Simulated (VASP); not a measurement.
Set up this calculation in VASP 6.6.1, as the native input.

```yaml
Task: single point
Functional: PBEsol
Potentials_or_basis: VASP PAW PBE potentials, release 64 (Si, Ni)
Cutoff: 520 eV
k_mesh: 12 × 12 × 10
Occupations: gaussian, width 0.15 eV
Spin: no spin polarisation
Dipole_correction: no
Further_INCAR_settings: ALGO = Fast; EDIFF = 1e-06; NBANDS = 33
```

The structure of SiNi2 lies in POSCAR:

```
SiNi2
1.0
    3.8684636248      0.0000000000      0.0000000000
   -1.9342318124      3.3501877727      0.0000000000
    0.0000000000      0.0000000000      4.9169852794
Si Ni
2 4
Direct
    0.3333333333      0.6666666667      0.6955894371
    0.6666666667      0.3333333333      0.3044105629
    0.0000000000      0.0000000000      0.0000000000
    0.0000000000      0.0000000000      0.5000000000
    0.3333333333      0.6666666667      0.1889870046
    0.6666666667      0.3333333333      0.8110129954
```

This cell differs from its parent crystal: atoms displaced along a vibrational mode.

These files were run (other wordings do the same):

INCAR

```
SYSTEM = SiNi2
  PREC = Accurate
  ENCUT = 520
  EDIFF = 1E-6
  ISMEAR = 0
  SIGMA = 0.15
  LREAL = .False.
  LASPH = .True.
  NELM = 60
  ALGO = Fast
  ISIF = 2
  LWAVE = .False.
  LCHARG = .False.
  GGA = PS
  NBANDS = 33
```

KPOINTS

```
Automatic mesh
0
Gamma
  12 12 10
  0 0 0
```

Potentials or basis: VASP PAW PBE potentials, release 64 (Si, Ni).

Launch:

```bash
$ cat potpaw_PBE.64/Si/POTCAR potpaw_PBE.64/Ni/POTCAR > POTCAR
$ mpirun -np 1 vasp_std > vasp.out
```

Results of the run:

```
Pressure               : -0.7 GPa
Largest force          : 0.820 eV/Å
Band gap on the k mesh : zero (bands 24 and 25 overlap by 3.38 eV)
```

Caveat: the cell differs from its parent crystal (atoms displaced along a vibrational mode); the PAW data sets were made with another functional, which shifts forces and pressure a little.

Run time: 4.1 min on 1 thread of AMD EPYC 9R45 96-Core Processor (Zen 5), with other jobs on the host, peak memory 0.35 GiB.
